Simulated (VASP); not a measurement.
# Zn (Fm-3m) in VASP: notebook

Runs on Zn. Level: PBEsol. Tasks: single point.

All numbers are computed with VASP 6.6.1; they aren't measurements. Logs are shortened: lines on timing, memory, paths and dates and some standing lists are left out, and cuts for length are marked.

## Step 1: The cell of the first run

The structure is cubic, space group Fm-3m (No. 225). Conventional cell: a = 3.533 Å, b = 3.533 Å, c = 3.533 Å, α = 90.00°, β = 90.00°, γ = 90.00°. Zn (site symmetry m-3m) has 12 Zn at 2.50 Å within 3.3 Å.

This isn't the form of Zn at room conditions, which is hcp.

## Step 2: Single point, PBEsol

File INCAR:

```
ALGO     = Normal         # electronic algorithm
EDIFF    = 1E-6           # SCF threshold, eV
ENCUT    = 500            # plane-wave cutoff, eV
GGA      = PS             # functional
GGA_COMPAT= F            
ISIF     = 2              # what is computed and relaxed
ISMEAR   = 0              # smearing method
LASPH    = T              # aspherical terms in the spheres
LCHARG   = F              # write CHGCAR
LREAL    = F              # projectors in reciprocal space
LWAVE    = F              # write WAVECAR
NBANDS   = 12             # bands
NELM     = 120            # most SCF steps
PREC     = Accurate       # precision mode
SIGMA    = 0.1            # smearing width, eV
```

File KPOINTS:

```
k-points
0
Gamma
  8 8 8
```

File POSCAR:

```
Zn
1.0
    0.0000000000      1.7665916710      1.7665916710
    1.7665916710      0.0000000000      1.7665916710
    1.7665916710      1.7665916710      0.0000000000
Zn
1
Direct
    0.0000000000      0.0000000000      0.0000000000
```

Potentials or basis: VASP PAW PBE potentials, release 64 (Zn).

The run is started by

```sh
$ cat potpaw_PBE.64/Zn/POTCAR > POTCAR
$ mpirun -np 1 vasp_std > vasp.out
```

OUTCAR:

```text
EDIFF = 1E-6
   ENCUT = 500
   GGA = PS
   ISIF = 2
   ISMEAR = 0
   LASPH = T
   LREAL = F
   NELM = 120
   PREC = Accurate

 ion  position               nearest neighbor table
   1  0.000  0.000  0.000-

  LATTYP: Found a face centered cubic cell.
 ALAT       =     3.5331833420

  Lattice vectors:

 A1 = (   0.0000000000,   1.7665916710,   1.7665916710)
 A2 = (   1.7665916710,   0.0000000000,   1.7665916710)
 A3 = (   1.7665916710,   1.7665916710,   0.0000000000)

Analysis of symmetry for initial positions (statically):
=====================================================================
 Subroutine PRICEL returns:
 Original cell was already a primitive cell.

 Routine SETGRP: Setting up the symmetry group for a
 face centered cubic supercell.

 Subroutine GETGRP returns: Found 48 space group operations
 (whereof 48 operations were pure point group operations)
 out of a pool of 48 trial point group operations.

The static configuration has the point symmetry O_h .

Analysis of symmetry for dynamics (positions and initial velocities):
=====================================================================
 Subroutine PRICEL returns:
 Original cell was already a primitive cell.

 Routine SETGRP: Setting up the symmetry group for a
 face centered cubic supercell.

 Subroutine GETGRP returns: Found 48 space group operations
 (whereof 48 operations were pure point group operations)
 out of a pool of 48 trial point group operations.

The dynamic configuration has the point symmetry O_h .

 Subroutine INISYM returns: Found 48 space group operations
 (whereof 48 operations are pure point group operations),
 and found     1 'primitive' translations

----------------------------------------------------------------------------------------

                                     Primitive cell

  volume of cell :      11.0265

  direct lattice vectors                    reciprocal lattice vectors
     0.000000000  1.766591671  1.766591671    -0.283030883  0.283030883  0.283030883
     1.766591671  0.000000000  1.766591671     0.283030883 -0.283030883  0.283030883
     1.766591671  1.766591671  0.000000000     0.283030883  0.283030883 -0.283030883

  length of vectors
     2.498337900  2.498337900  2.498337900     0.490223869  0.490223869  0.490223869

  position of ions in fractional coordinates (direct lattice)
     0.000000000  0.000000000  0.000000000

  ion indices of the primitive-cell ions
   primitive index   ion index
                 1           1

----------------------------------------------------------------------------------------

 KPOINTS: k-points

Automatic generation of k-mesh.
 Grid dimensions read from file:
 generate k-points for:    8    8    8

 Generating k-lattice:

  Cartesian coordinates                     Fractional coordinates (reciprocal lattice)
    -0.035378860  0.035378860  0.035378860     0.125000000  0.000000000  0.000000000
     0.035378860 -0.035378860  0.035378860     0.000000000  0.125000000  0.000000000
     0.035378860  0.035378860 -0.035378860     0.000000000  0.000000000  0.125000000

  Length of vectors
     0.061277984  0.061277984  0.061277984

  Shift w.r.t. Gamma in fractional coordinates (k-lattice)
     0.000000000  0.000000000  0.000000000

 Subroutine IBZKPT returns following result:
 ===========================================

 Found     29 irreducible k-points:

 Following reciprocal coordinates:
            Coordinates               Weight
  0.000000  0.000000  0.000000      1.000000
  0.125000  0.000000  0.000000      8.000000
  0.250000  0.000000  0.000000      8.000000
  0.375000  0.000000  0.000000      8.000000
  0.500000  0.000000  0.000000      4.000000
  0.125000  0.125000  0.000000      6.000000
[... 16 lines left out ...]
  0.500000  0.250000  0.125000     48.000000
 -0.375000  0.250000  0.125000     24.000000
 [... further k-points ...]
   k-points           NKPTS =     29   k-points in BZ     NKDIM =     29   number of bands    NBANDS=     12
   number of dos      NEDOS =    301   number of ions     NIONS =      1
   total plane-waves  NPLWV =   5832
   dimension x,y,z NGX =    18 NGY =   18 NGZ =   18
   dimension x,y,z NGXF=    36 NGYF=   36 NGZF=   36
   ions per type =               1
   NGX,Y,Z   is equivalent  to a cutoff of  11.98, 11.98, 11.98 a.u.
   NGXF,Y,Z  is equivalent  to a cutoff of  23.96, 23.96, 23.96 a.u.
 SYSTEM =  unknown system
   PREC   = accura    normal or accurate (medium, high low for compatibility)
   ISTART =      0    job   : 0-new  1-cont  2-samecut
   ICHARG =      2    charge: 1-file 2-atom 10-const
   ISPIN  =      1    spin polarized calculation?
   LNONCOLLINEAR =      F non collinear calculations
   LSORBIT =      F    spin-orbit coupling
   LASPH  =      T    aspherical Exc in radial PAW
   ENCUT  =  500.0 eV  36.75 Ry    6.06 a.u.   4.56  4.56  4.56*2*pi/ulx,y,z
   NELM   =    120;   NELMIN=  2; NELMDL= -5     # of ELM steps
   EDIFF  = 0.1E-05   stopping-criterion for ELM
   LREAL  =      F    real-space projection
   EDIFFG = 0.1E-04   stopping-criterion for IOM
   NSW    =      0    number of steps for IOM
   IBRION =     -1    ionic relax: 0-MD 1-quasi-New 2-CG
   NFREE  =      0    steps in history (QN), initial steepest desc. (CG)
   ISIF   =      2    stress and relaxation
   ISYM   =      2    0-nonsym 1-usesym 2-fastsym
   POTIM  = 0.5000    time-step for ionic-motion
   TEBEG  =    0.0;   TEEND  =   0.0 temperature during run
   PSTRESS=    0.0 pullay stress
   NELECT =      12.0000    total number of electrons
   NUPDOWN=      -1.0000    fix difference up-down
   EMIN   =  10.00;   EMAX   =-10.00  energy-range for DOS
   EFERMI =   0.00;   METHOD = LEGACY
   ISMEAR =     0;   SIGMA  =   0.10  broadening in eV -4-tet -1-fermi 0-gaus
   EFERMI_NEDOS =   21; number of points for ismear=-14 and -15
   IALGO  =     38    algorithm
   IMIX   =      4    mixing-type and parameters
     AMIX     =   0.40;   BMIX     =  1.00
     AMIX_MAG =   1.60;   BMIX_MAG =  1.00
  volume/ion in A,a.u.               =      11.03        74.41
  Fermi-wavevector in a.u.,A,eV,Ry     =   1.683924  3.182154 38.580666  2.835599
  Thomas-Fermi vector in A             =   2.767038
   LORBIT       =      0    0 simple, 1 ext, 2 COOP (PROOUT), +10 PAW based schemes
   GGA     = PS    functional components
   LHFCALC =     F    Hartree Fock is set to
   AEXX    =    0.0000 exact exchange contribution
   IVDW    =     0    specifies the selected vdW correction
   LEPSILON=     F    determine dielectric tensor
   LRPA    =     F    only Hartree local field effects (RPA)
 non-spin polarized calculation
 Gauss-broadening in eV      SIGMA  =   0.10
  energy-cutoff  :      500.00
  volume of cell :       11.03
 maximum number of plane-waves:       291
   NGX =  9   NGY =  9   NGZ =  9

 number of electron      11.9999990 magnetization

 Free energy of the ion-electron system (eV)
  ---------------------------------------------------
  ext. energy  EPLUGINS =         0.00000000
  ---------------------------------------------------
  free energy    TOTEN  =        -1.24157015 eV

  energy without entropy =       -1.23882895  energy(sigma->0) =       -1.24019955

 E-fermi :   5.6506     XC(G=0): -13.5202

 val. band max:        5.6371464729   @ k =  -0.3750   0.2500   0.1250
 cond. band min:       5.8212029913   @ k =   0.5000   0.1250   0.0000
 fundamental gap:      0.1840565184
 Fermi energy:         5.6505944898

 k-point     1 :       0.0000    0.0000    0.0000
  band No.  band energies     occupation
      1      -7.6994      2.00000
      2      -3.1362      2.00000
      3      -3.1362      2.00000
      4      -3.1362      2.00000
      5      -2.4472      2.00000
      6      -2.4472      2.00000
      7      26.9822      0.00000
      8      28.6181      0.00000
      9      28.6181      0.00000
     10      28.6181      0.00000
     11      31.1134      0.00000
     12      31.1134      0.00000

 k-point     2 :       0.1250    0.0000    0.0000
  band No.  band energies     occupation
      1      -7.1170      2.00000
      2      -3.2073      2.00000
      3      -3.0546      2.00000
      4      -3.0546      2.00000
      5      -2.4675      2.00000
      6      -2.4675      2.00000
      7      21.7120      0.00000
      8      27.1264      0.00000
      9      27.1264      0.00000
     10      27.2777      0.00000
     11      33.5628      0.00000
     12      33.5635      0.00000

 k-point     3 :       0.2500    0.0000    0.0000
  band No.  band energies     occupation
      1      -5.5976      2.00000
      2      -3.1440      2.00000
      3      -2.9979      2.00000
      4      -2.9979      2.00000
      5      -2.3647      2.00000
      6      -2.3647      2.00000
      7      14.7060      0.00000
      8      25.7202      0.00000
      9      25.7202      0.00000
     10      26.5595      0.00000
     11      32.1948      0.00000
     12      32.1948      0.00000
[... 286 lines left out ...]
 k-point    23 :       0.5000    0.2500    0.1250
  band No.  band energies     occupation
      1      -3.9653      2.00000
      2      -3.4063      2.00000
      3      -3.2286      2.00000
      4      -2.6252      2.00000
      5      -2.1301      2.00000
      6       0.6590      2.00000
      7       9.9068      0.00000
      8      15.8770      0.00000
      9      18.9752      0.00000
     10      27.2885      0.00000
     11      31.0786      0.00000
     12      34.8449      0.00000

 k-point    24 :      -0.3750    0.2500    0.1250
  band No.  band energies     occupation
      1      -3.9660      2.00000
      2      -3.4909      2.00000
      3      -2.9411      2.00000
      4      -2.7317      2.00000
      5      -1.9976      2.00000
      6       3.7098      2.00000
      7       5.6371      1.15083
      8      16.7133      0.00000
      9      16.9730      0.00000
     10      27.0652      0.00000
     11      30.8313      0.00000
     12      39.4391      0.00000

 [... further k-points ...]

------------------------ aborting loop because EDIFF is reached ----------------------------------------

  FORCE on cell =-STRESS in cart. coord.  units (eV):
  Direction    XX          YY          ZZ          XY          YZ          ZX
  --------------------------------------------------------------------------------------
  -------------------------------------------------------------------------------------
  Total        2.8509620      2.8509620      2.8509620      0.0000000      0.0000000     -0.0000000
  in kB      414.2509112    414.2509112    414.2509112      0.0000000      0.0000000     -0.0000000
  external PRESSURE =     414.2509112 kB  Pullay stress =       0.0000000 kB

 VOLUME and BASIS-vectors are now :
 -----------------------------------------------------------------------------
  energy-cutoff  :      500.00
  volume of cell :       11.03
      direct lattice vectors                 reciprocal lattice vectors
     0.000000000  1.766591671  1.766591671    -0.283030883  0.283030883  0.283030883
     1.766591671  0.000000000  1.766591671     0.283030883 -0.283030883  0.283030883
     1.766591671  1.766591671  0.000000000     0.283030883  0.283030883 -0.283030883

 POSITION                                       TOTAL-FORCE (eV/Angst)
 -----------------------------------------------------------------------------------
      0.00000      0.00000      0.00000         0.000000      0.000000      0.000000
 -----------------------------------------------------------------------------------
    total drift:                                0.000000     -0.000000      0.000000

  FREE ENERGIE OF THE ION-ELECTRON SYSTEM (eV)
  ---------------------------------------------------
  free  energy   TOTEN  =        -1.2415701529 eV

  energy  without entropy=       -1.2388289484  energy(sigma->0) =       -1.24019955
```

Run time: 6.9 s. Hardware: 1 thread of Intel Xeon Platinum 8375C at 2.90GHz (Ice Lake), shared host; peak memory 0.12 GiB.

What came out:

```
Free energy            : -1.2416 eV
Pressure               : 41.4 GPa
Band gap on the k mesh : zero (bands 6 and 7 overlap by 3.23 eV)
```

Caveat: the k points lie up to 0.39 Å⁻¹ apart, too coarse for converged energies and pressures of a metal; the PAW data sets were made with another functional, which shifts forces and pressure a little.

## Step 3: Single point, PBEsol

This run uses another cell than the first one, of 10.34 Å³/atom.

File INCAR:

```
SYSTEM = Zn
ALGO = Normal
EDIFF = 1E-6
ENCUT = 500
GGA = PS
GGA_COMPAT = .False.
ISIF = 2
ISMEAR = 0
LASPH = .True.
LCHARG = .False.
LREAL = .False.
LWAVE = .False.
NBANDS = 12
NELM = 120
PREC = Accurate
SIGMA = 0.1
```

File KPOINTS:

```
k-points
0
Gamma
  8 8 8
  0 0 0
```

File POSCAR:

```
Zn
1.0
    0.0000000000      1.7291785221      1.7291785221
    1.7291785221      0.0000000000      1.7291785221
    1.7291785221      1.7291785221      0.0000000000
Zn
1
Direct
    0.0000000000      0.0000000000      0.0000000000
```

Potentials or basis: VASP PAW PBE potentials, release 64 (Zn).

The run is started by

```sh
$ cat potpaw_PBE.64/Zn/POTCAR > POTCAR
$ mpirun -np 1 vasp_std > vasp.out
```

It took 8.2 s on 1 thread of Intel Xeon Platinum 8375C at 2.90GHz (Ice Lake), shared host; peak memory 0.11 GiB.

The run converged, but its numbers aren't listed here, since they failed a check.

Caveat: the k points lie up to 0.39 Å⁻¹ apart, too coarse for converged energies and pressures of a metal; the PAW data sets were made with another functional, which shifts forces and pressure a little.

## Step 4: Single point, PBEsol

This run uses another cell than the first one, of 12.04 Å³/atom.

File INCAR:

```
PREC     = Accurate       # precision mode
ENCUT    = 500            # plane-wave cutoff, eV
EDIFF    = 1E-6           # SCF threshold, eV
ISMEAR   = 0              # smearing method
SIGMA    = 0.1            # smearing width, eV
LREAL    = F              # projectors in reciprocal space
LASPH    = T              # aspherical terms in the spheres
NELM     = 120            # most SCF steps
ALGO     = Normal         # electronic algorithm
ISIF     = 2              # what is computed and relaxed
LWAVE    = F              # write WAVECAR
LCHARG   = T              # write CHGCAR
GGA      = PS             # functional
LELF     = T              # ELF
LVHAR    = T            
NBANDS   = 12             # bands
GGA_COMPAT= F
```

File KPOINTS:

```
Automatic mesh
0
Gamma
  8 8 8
```

File POSCAR:

```
Zn
1.0
    0.0000000000      1.8188884730      1.8188884730
    1.8188884730      0.0000000000      1.8188884730
    1.8188884730      1.8188884730      0.0000000000
Zn
1
Direct
    0.0000000000      0.0000000000      0.0000000000
```

The run is started by

```sh
$ cat potpaw_PBE.64/Zn/POTCAR > POTCAR
$ mpirun -np 1 vasp_std > vasp.out
```

Wall time 11 s (1 thread of Intel Xeon Platinum 8375C at 2.90GHz (Ice Lake), shared host); peak memory 0.11 GiB.

Results (log left out):

* Free energy: -1.4331 eV
* Pressure: 21.0 GPa
* Band gap on the k mesh: zero (bands 6 and 7 overlap by 3.35 eV)

Levels at points of the mesh, in eV from the Fermi level:
| k point | band 4 | band 5 | band 6 | band 7 | band 8 | band 9 |
| --- | --- | --- | --- | --- | --- | --- |
| (0.00, 0.00, 0.00) | -8.23 | -7.64 | -7.64 | 20.84 | 21.78 | 21.78 |
| (0.50, 0.00, 0.00) | -7.22 | -7.22 | -3.87 | -0.81 | 18.29 | 18.29 |
| (0.50, 0.50, 0.00) | -7.11 | -7.11 | -1.53 | 2.78 | 9.78 | 9.78 |

Caveat: the k points lie up to 0.37 Å⁻¹ apart, too coarse for converged energies and pressures of a metal; the PAW data sets were made with another functional, which shifts forces and pressure a little.

## Step 5: Single point, PBEsol

This run uses another cell than the first one, of 14.16 Å³/atom.

File INCAR:

```
SYSTEM = Zn
PREC = Accurate
ENCUT = 500
EDIFF = 1E-6
ISMEAR = 0
SIGMA = 0.1
LREAL = .FALSE.
LASPH = .TRUE.
NELM = 120
ALGO = Normal
ISIF = 2
LWAVE = .FALSE.
LCHARG = .TRUE.
GGA = PS
LELF = .TRUE.
LVHAR = .TRUE.
NBANDS = 12
GGA_COMPAT = .FALSE.
```

File KPOINTS:

```
regular mesh
0
G
  8 8 8
  0 0 0
```

File POSCAR:

```
Zn
1.0
    0.0000000000      1.9202959629      1.9202959629
    1.9202959629      0.0000000000      1.9202959629
    1.9202959629      1.9202959629      0.0000000000
Zn
1
Direct
    0.0000000000      0.0000000000      0.0000000000
```

The run is started by

```sh
$ cat potpaw_PBE.64/Zn/POTCAR > POTCAR
$ mpirun -np 1 vasp_std > vasp.out
```

Wall time 9.6 s (1 thread of Intel Xeon Platinum 8375C at 2.90GHz (Ice Lake), shared host); peak memory 0.11 GiB.

It converged, with:

- Free energy: -1.5527 eV
- Pressure: 0.6 GPa
- Band gap on the k mesh: zero (bands 6 and 7 overlap by 3.55 eV)

Levels at points of the mesh, in eV from the Fermi level:
| k point | band 2 | band 3 | band 4 | band 5 | band 6 | band 7 | band 8 | band 9 | band 10 | band 11 |
| --- | --- | --- | --- | --- | --- | --- | --- | --- | --- | --- |
| (0.00, 0.00, 0.00) | -7.48 | -7.48 | -7.48 | -7.04 | -7.04 | 19.52 | 19.52 | 19.52 | 19.74 | 22.21 |
| (0.50, 0.00, 0.00) | -7.48 | -7.48 | -6.72 | -6.72 | -2.92 | -0.97 | 16.34 | 16.34 | 18.21 | 19.98 |
| (0.50, 0.50, 0.00) | -8.18 | -6.73 | -6.64 | -6.64 | -0.89 | 2.28 | 9.06 | 9.06 | 12.84 | 14.30 |

Caveat: the PAW data sets were made with another functional, which shifts forces and pressure a little.

## Step 6: Overview

```tsv
cell	gap on the mesh (eV)	pressure (GPa)
a = 2.498 Å, angles 60.0°, 1 atom	none	41.4
a = 2.572 Å, angles 60.0°, 1 atom	none	21.0
a = 2.716 Å, angles 60.0°, 1 atom	none	0.6
```

Alike in all rows: task single point; level PBEsol; potentials or basis VASP PAW PBE potentials, release 64 (Zn); no spin polarisation; k mesh 8 × 8 × 8; cutoff (eV) 500; smearing gaussian 0.1 eV.

Caveats: some runs use coarse meshes; the PAW data sets were made with another functional, which shifts forces and pressure a little.

Total energies depend on the potentials used, so only differences within one code and one set of settings carry meaning.
